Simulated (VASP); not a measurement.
The system is Hf2Sc.

```
Hf Sc
1.0
     3.19427    0.00000    0.00000
    -1.59713    2.76632    0.00000
     0.00000    0.00000   12.42440
Hf Sc
4 2
Direct
  0.33333 0.66667 0.62750
  0.66667 0.33333 0.12750
  0.33333 0.66667 0.87250
  0.66667 0.33333 0.37250
  0.33333 0.66667 0.25000
  0.66667 0.33333 0.75000
```

| Item | Value |
| --- | --- |
| Program | VASP 6.6.1 |
| Task | relaxation of cell and atoms |
| Functional | PBE |
| Potentials or basis | VASP PAW PBE potentials, release 64 (Hf_pv, Sc_sv) |
| Cutoff | 600 eV |
| k mesh | 6 × 6 × 2 |
| Occupations | gaussian, width 0.1 eV |
| Spin | no spin polarisation |

At the start: pressure 42.8 GPa; volume 18.30 Å³/atom.

Where does the relaxation end?

Over 16 steps the energy falls by 2185.3 meV/atom and the volume is 22.99 Å³/atom (+25.6 %); space group P6_3/mmc (No. 194, to 0.05 Å).

The path:
```tsv
step	energy change (eV)	largest force (eV/Å)	pressure (GPa)	volume (Å³)
1	0.0000	7.3176	42.82	109.79
2	-6.5387	0.9993	-15.42	207.20
3	-8.8067	2.5076	-7.44	165.63
4	-8.8193	2.6563	-6.40	162.75
5	-11.7055	1.5290	-6.79	152.83
6	-12.6052	0.8612	-5.14	146.36
7	-12.2552	0.3956	4.18	132.48
8	-12.8359	0.4869	-2.89	141.70
9	-12.9881	0.3334	3.92	131.78
10	-13.0030	0.3943	2.27	133.85
11	-13.0957	0.1775	0.89	136.26
12	-13.0968	0.1340	0.73	136.57
13	-13.1063	0.1250	-0.63	138.81
14	-13.1065	0.1253	-0.49	138.56
15	-13.1115	0.0452	-0.01	137.99
16	-13.1116	0.0386	0.03	137.94
```

Final structure:
```xyz
6
Lattice="3.2188 0.0000 0.0000 -1.6094 2.7876 0.0000 0.0000 0.0000 15.3737" Properties=species:S:1:pos:R:3 pbc="T T T"
Hf    0.0000    1.8584    8.9277
Hf    1.6094    0.9292    1.2408
Hf    0.0000    1.8584   14.1329
Hf    1.6094    0.9292    6.4460
Sc    0.0000    1.8584    3.8434
Sc    1.6094    0.9292   11.5303
```

Caveat: the k points lie up to 0.38 Å⁻¹ apart in the final cell; the volume moved by over 15 % at a fixed basis, so the end points are rough.
